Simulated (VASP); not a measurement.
# NaCl (Fmmm) in VASP: notebook, part 2 of 2

VASP 6.6.1. Earlier steps stand in the parts before.

## Step 4: Single point, PBE (strain +0.0250 x Voigt [1, -1, 0, 0, 0, 0])

Input file INCAR:

```
SYSTEM = NaCl
ALGO     = Normal         ! electronic algorithm
EDIFF    = 1E-7           ! SCF threshold, eV
ENCUT    = 520            ! plane-wave cutoff, eV
GGA      = PE             ! functional
ISIF     = 2              ! what is computed and relaxed
ISMEAR   = 0              ! smearing method
LASPH    = .TRUE.         ! aspherical terms in the spheres
LCHARG   = .FALSE.        ! write CHGCAR
LREAL    = .FALSE.        ! projectors in reciprocal space
LWAVE    = .FALSE.        ! write WAVECAR
NBANDS   = 14             ! bands
NELM     = 80             ! most SCF steps
PREC     = Accurate       ! precision mode
SIGMA    = 0.05           ! smearing width, eV
```

Input file KPOINTS:

```
k-points
0
G
  8 8 8
  0 0 0
```

Input file POSCAR:

```
NaCl
1.0
    0.0000000000      2.7609562500      2.8317500000
    2.9025437500      0.0000000000      2.8317500000
    2.9025437500      2.7609562500      0.0000000000
Na Cl
1 1
Direct
    0.0000000000      0.0000000000      0.0000000000
    0.5000000000      0.5000000000      0.5000000000
```

Potentials or basis: VASP PAW PBE potentials, release 64 (Na_pv, Cl).

Launch:

```console
cat potpaw_PBE.64/Na_pv/POTCAR potpaw_PBE.64/Cl/POTCAR > POTCAR
mpirun -np 1 vasp_std > vasp.out
```

OUTCAR:

```text
SYSTEM = NaCl
   EDIFF = 1E-7
   ENCUT = 520
   GGA = PE
   ISIF = 2
   ISMEAR = 0
   LASPH = .TRUE.
   LREAL = .FALSE.
   NELM = 80
   PREC = Accurate

 ion  position               nearest neighbor table
   1  0.000  0.000  0.000-
   2  0.500  0.500  0.500-

  LATTYP: Found a face centered orthorhombic cell.
 ALAT       =     5.5219125000
 B/A-ratio  =     1.0256410256
 C/A-ratio  =     1.0512820513

  Lattice vectors:

 A1 = (  -2.9025437500,   0.0000000000,  -2.8317500000)
 A2 = (  -2.9025437500,   2.7609562500,   0.0000000000)
 A3 = (   0.0000000000,   2.7609562500,  -2.8317500000)

Analysis of symmetry for initial positions (statically):
=====================================================================
 Subroutine PRICEL returns:
 Original cell was already a primitive cell.

 Routine SETGRP: Setting up the symmetry group for a
 face centered orthorhombic supercell.

 Subroutine GETGRP returns: Found  8 space group operations
 (whereof  8 operations were pure point group operations)
 out of a pool of  8 trial point group operations.

The static configuration has the point symmetry D_2h.

Analysis of symmetry for dynamics (positions and initial velocities):
=====================================================================
 Subroutine PRICEL returns:
 Original cell was already a primitive cell.

 Routine SETGRP: Setting up the symmetry group for a
 face centered orthorhombic supercell.

 Subroutine GETGRP returns: Found  8 space group operations
 (whereof  8 operations were pure point group operations)
 out of a pool of  8 trial point group operations.

The dynamic configuration has the point symmetry D_2h.

 Subroutine INISYM returns: Found  8 space group operations
 (whereof  8 operations are pure point group operations),
 and found     1 'primitive' translations

----------------------------------------------------------------------------------------
[... 116 lines left out ...]
  Thomas-Fermi vector in A             =   2.242636
   LORBIT       =      0    0 simple, 1 ext, 2 COOP (PROOUT), +10 PAW based schemes
   GGA     = PE    functional components
   LHFCALC =     F    Hartree Fock is set to
   AEXX    =    0.0000 exact exchange contribution
   IVDW    =     0    specifies the selected vdW correction
   LEPSILON=     F    determine dielectric tensor
   LRPA    =     F    only Hartree local field effects (RPA)
 non-spin polarized calculation
 Gauss-broadening in eV      SIGMA  =   0.05
  energy-cutoff  :      520.00
  volume of cell :       45.39
 maximum number of plane-waves:      1243
 NGX is ok and might be reduce to    30
   NGX = 15   NGY = 15   NGZ = 15

 number of electron      13.9999999 magnetization

 Free energy of the ion-electron system (eV)
  ---------------------------------------------------
  ext. energy  EPLUGINS =         0.00000000
  ---------------------------------------------------
  free energy    TOTEN  =        -6.76967695 eV

  energy without entropy =       -6.76967695  energy(sigma->0) =       -6.76967695

 E-fermi :  -0.5545     XC(G=0):  -8.1129

 val. band max:       -0.7837694905   @ k =   0.0000   0.0000   0.0000
 cond. band min:       4.2628982893   @ k =   0.0000   0.0000   0.0000
 fundamental gap:      5.0466677798
 Fermi energy:        -0.5544530476

 k-point     1 :       0.0000    0.0000    0.0000
  band No.  band energies     occupation
      1     -21.6410      2.00000
      2     -21.6366      2.00000
      3     -21.6330      2.00000
      4     -13.4350      2.00000
      5      -0.8234      2.00000
      6      -0.7978      2.00000
      7      -0.7838      2.00000
      8       4.2629      0.00000
      9      10.1320      0.00000
     10      10.3173      0.00000
     11      10.5037      0.00000
     12      12.1881      0.00000
     13      12.7117      0.00000
     14      14.0557      0.00000
[... 377 lines left out ...]
      1     -21.6571      2.00000
      2     -21.6429      2.00000
      3     -21.6375      2.00000
      4     -13.1661      2.00000
      5      -2.2936      2.00000
      6      -1.1093      2.00000
      7      -1.1058      2.00000
      8       6.5624      0.00000
      9       8.8677      0.00000
     10      10.0201      0.00000
     11      10.5574      0.00000
     12      12.6654      0.00000
     13      14.0857      0.00000
     14      15.4475      0.00000

 [... further k-points ...]
[... 5 lines left out ...]
  --------------------------------------------------------------------------------------
  -------------------------------------------------------------------------------------
  Total       -0.1216623      0.4460121      0.1200585      0.0000000      0.0000000      0.0000000
  in kB       -4.2948050     15.7446871      4.2381902      0.0000000      0.0000000      0.0000000
  external PRESSURE =       5.2293574 kB  Pullay stress =       0.0000000 kB

 VOLUME and BASIS-vectors are now :
 -----------------------------------------------------------------------------
  energy-cutoff  :      520.00
  volume of cell :       45.39
      direct lattice vectors                 reciprocal lattice vectors
     0.000000000  2.760956250  2.831750000    -0.172262692  0.181096676  0.176569259
     2.902543750  0.000000000  2.831750000     0.172262692 -0.181096676  0.176569259
     2.902543750  2.760956250  0.000000000     0.172262692  0.181096676 -0.176569259

 POSITION                                       TOTAL-FORCE (eV/Angst)
 -----------------------------------------------------------------------------------
      0.00000      0.00000      0.00000         0.000000      0.000000      0.000000
      2.90254      2.76096      2.83175         0.000000      0.000000     -0.000000
 -----------------------------------------------------------------------------------
    total drift:                               -0.000000      0.000000      0.000000

  FREE ENERGIE OF THE ION-ELECTRON SYSTEM (eV)
  ---------------------------------------------------
  free  energy   TOTEN  =        -6.7696769483 eV

  energy  without entropy=       -6.7696769483  energy(sigma->0) =       -6.76967695
```

OSZICAR:

```text
N       E                     dE             d eps       ncg     rms          rms(c)
DAV:   1     0.100989138796E+03    0.10099E+03   -0.69659E+03  2660   0.998E+02
DAV:   2     0.152855404799E+01   -0.99461E+02   -0.92105E+02  2846   0.272E+02
DAV:   3    -0.683154317860E+01   -0.83601E+01   -0.83049E+01  3440   0.728E+01
DAV:   4    -0.696852703697E+01   -0.13698E+00   -0.13692E+00  3214   0.100E+01
DAV:   5    -0.697142743954E+01   -0.29004E-02   -0.29002E-02  3484   0.148E+00    0.215E+00
DAV:   6    -0.677557482995E+01    0.19585E+00   -0.32724E-01  3334   0.328E+00    0.160E+00
DAV:   7    -0.676384052494E+01    0.11734E-01   -0.82274E-02  3614   0.163E+00    0.109E+00
DAV:   8    -0.676967417036E+01   -0.58336E-02   -0.10130E-02  2972   0.859E-01    0.296E-01
DAV:   9    -0.676955983220E+01    0.11434E-03   -0.21966E-04  3482   0.114E-01    0.164E-01
DAV:  10    -0.676968832863E+01   -0.12850E-03   -0.34759E-04  3044   0.141E-01    0.707E-02
DAV:  11    -0.676967648908E+01    0.11840E-04   -0.20905E-05  3524   0.413E-02    0.163E-02
DAV:  12    -0.676967655741E+01   -0.68337E-07   -0.25193E-06  3080   0.142E-02    0.136E-03
DAV:  13    -0.676967712044E+01   -0.56302E-06   -0.30194E-07  3296   0.380E-03    0.297E-03
DAV:  14    -0.676967694478E+01    0.17566E-06   -0.39973E-08  2398   0.112E-03    0.496E-04
DAV:  15    -0.676967694828E+01   -0.34984E-08   -0.25760E-09  1882   0.485E-04
   1 F= -.67696769E+01 E0= -.67696769E+01  d E =-.432301E-13
```

It took 53 s on 1 thread of Intel Xeon Platinum 8559C (Emerald Rapids), shared host; peak memory 0.19 GiB.

What came out:

* Free energy: -6.7697 eV
* Pressure: 0.5 GPa
* Band gap on the k mesh: 5.05 eV, direct

Caveat: the cell differs from its parent crystal (strain +0.0250 x Voigt [1, -1, 0, 0, 0, 0]). A k mesh can miss the band edges.

## Step 5: Single point, PBE (strain +0.0375 x Voigt [1, -1, 0, 0, 0, 0])

Input file INCAR:

```
SYSTEM = NaCl
PREC = Accurate
ENCUT = 520
EDIFF = 1E-6
ISMEAR = 0
SIGMA = 0.05
LREAL = .False.
LASPH = .True.
NELM = 80
ALGO = Normal
ISIF = 2
LWAVE = .False.
LCHARG = .False.
GGA = PE
NBANDS = 14
```

Input file KPOINTS:

```
Automatic mesh
0
Gamma
  8 8 8
  0 0 0
```

Input file POSCAR:

```
NaCl
1.0
    0.0000000000      2.7255593750      2.8317500000
    2.9379406250      0.0000000000      2.8317500000
    2.9379406250      2.7255593750      0.0000000000
Na Cl
1 1
Direct
    0.0000000000      0.0000000000      0.0000000000
    0.5000000000      0.5000000000      0.5000000000
```

Launch:

```console
cat potpaw_PBE.64/Na_pv/POTCAR potpaw_PBE.64/Cl/POTCAR > POTCAR
mpirun -np 1 vasp_std > vasp.out
```

It took 38 s on 1 thread of Intel Xeon Platinum 8559C (Emerald Rapids), shared host; peak memory 0.19 GiB.

The run converged. Its results:

```yaml
Free_energy: -6.7606 eV
Pressure: 0.7 GPa
Band_gap_on_the_k_mesh: 5.05 eV, direct
```

Stress tensor (GPa, compression positive):
```
-0.72  0.00  0.00
 0.00  2.35  0.00
 0.00  0.00  0.47
```

Levels at points of the mesh, in eV from the valence-band top:
```tsv
k point	band 5	band 6	band 7	band 8	band 9	band 10
(0.00, 0.00, 0.00)	-0.06	-0.02	0.00	5.05	10.83	11.11
(0.50, 0.00, 0.00)	-1.92	-0.32	-0.25	7.23	10.50	10.63
(0.50, 0.50, 0.00)	-1.66	-0.72	-0.49	7.50	8.10	11.21
(0.50, 0.00, 0.50)	-1.63	-0.74	-0.62	7.50	7.93	11.58
(0.00, 0.50, 0.50)	-1.67	-0.59	-0.48	7.52	8.21	10.86
```

Caveat: the cell differs from its parent crystal (strain +0.0375 x Voigt [1, -1, 0, 0, 0, 0]). A k mesh can miss the band edges.

## Step 6: The runs side by side

| cell | gap on the mesh (eV) | pressure (GPa) |
| --- | --- | --- |
| a = 3.882, b = 4.132, c = 4.013 Å, angles 56.9, 63.1, 60.0°, 2 atoms | 5.06 | 1.3 |
| a = 4.106, b = 3.906, c = 4.010 Å, angles 62.5, 57.5, 60.0°, 2 atoms | 5.05 | 0.9 |
| a = 3.955, b = 4.055, c = 4.006 Å, angles 58.8, 61.2, 60.0°, 2 atoms | 5.05 | 0.5 |
| a = 3.930, b = 4.080, c = 4.008 Å, angles 58.1, 61.9, 60.0°, 2 atoms | 5.05 | 0.7 |

Alike in all rows: task single point; level PBE; potentials or basis VASP PAW PBE potentials, release 64 (Na_pv, Cl); no spin polarisation; k mesh 8 × 8 × 8; cutoff (eV) 520; smearing gaussian 0.05 eV.

Total energies depend on the potentials used, so only differences within one code and one set of settings carry meaning.
